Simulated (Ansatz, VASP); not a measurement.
# InP: VASP beside Ansatz

Contents of INCAR:

```
PREC     = Accurate       # precision mode
ENCUT    = 520            # plane-wave cutoff, eV
EDIFF    = 1E-6           # SCF threshold, eV
ISMEAR   = 0              # smearing method
SIGMA    = 0.05           # smearing width, eV
LREAL    = False          # projectors in reciprocal space
LASPH    = True           # aspherical terms in the spheres
NELM     = 60             # most SCF steps
ALGO     = Normal         # electronic algorithm
ISIF     = 2              # what is computed and relaxed
LWAVE    = False          # write WAVECAR
LCHARG   = False          # write CHGCAR
GGA      = PS             # functional
NBANDS   = 16             # bands
```

KPOINTS

```
regular mesh
0
Gamma
  14 14 14
```

POSCAR

```
InP
1.0
    0.0000000000      2.9305000000      2.9305000000
    2.9305000000      0.0000000000      2.9305000000
    2.9305000000      2.9305000000      0.0000000000
In P
1 1
Direct
    0.0000000000      0.0000000000      0.0000000000
    0.2500000000      0.2500000000      0.2500000000
```

Input for Ansatz:

```yaml
crystal:
  lattice:
    - [0.0, 2.9305, 2.9305]
    - [2.9305, 0.0, 2.9305]
    - [2.9305, 2.9305, 0.0]
  atoms:
    - { symbol: In, position: [0.0, 0.0, 0.0] }
    - { symbol: P, position: [0.25, 0.25, 0.25] }
basis:
  ecutwfc: 420
  ecutrho_ratio: 4
kpoints:
  mp_grid: { grid: [14, 14, 14] }
hamiltonian:
  xc: pbesol
scf:
  occupations: { method: gaussian, width: 0.05 }
output:
  forces: true
  stress: true
  eigenvalues: true
```

Alike in both runs: task single point; functional PBEsol; k mesh 14 × 14 × 14; occupations gaussian, width 0.05 eV; no spin polarisation.

|  | VASP | Ansatz |
| --- | --- | --- |
| version | VASP 6.6.1 | Ansatz 0.2.0 |
| potentials or method | VASP PAW PBE potentials, release 64 (In_d, P), cutoff 520 eV | scalar-relativistic, plane waves, PAW |
| valence electrons in the cell | 18 | 18 |

|  | VASP | Ansatz | Ansatz less VASP |
| --- | --- | --- | --- |
| gap on the k mesh at the Fermi level (eV) | 0.62 | 0.62 | +0.002 |
| least direct gap on the mesh (eV) | 0.62 | 0.62 | +0.002 |
| pressure (GPa) | 0.6 | 0.6 | +0.02 |

VASP's potentials were made for PBE, not for PBEsol.
